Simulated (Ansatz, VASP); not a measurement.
Sn: VASP beside Ansatz

```
Sn
1.0
    -1.79750    1.79750    1.87240
     1.79750   -1.79750    1.87240
     1.79750    1.79750   -1.87240
Sn
1
Direct
  0.00000 0.00000 0.00000
```

Change from the starting cell: strain -0.0400 x Voigt [1, 1, 0, 0, 0, 0], atoms carried along.

Alike in both runs: task single point; functional PBEsol; k mesh 22 × 22 × 22; occupations gaussian, width 0.15 eV; no spin polarisation.

|  | VASP | Ansatz |
| --- | --- | --- |
| version | VASP 6.6.1 | Ansatz 0.2.0 |
| potentials or method | VASP PAW PBE potentials, release 64 (Sn_d), cutoff 520 eV | scalar-relativistic, plane waves, PAW |
| valence electrons in the cell | 14 | 14 |

|  | VASP | Ansatz | Ansatz less VASP |
| --- | --- | --- | --- |
| gap on the k mesh at the Fermi level (eV) | none | none | - |
| pressure (GPa) | 5.1 | 5.1 | +0.02 |
| traceless stress, the component that is largest in VASP (GPa) | -0.14 | -0.14 | +0.001 |

VASP's potentials were made for PBE, not for PBEsol. A gap of «none» marks a metal or a gap that the smearing closes. The functional is the same, so the differences come from potentials, cutoffs and numerics.
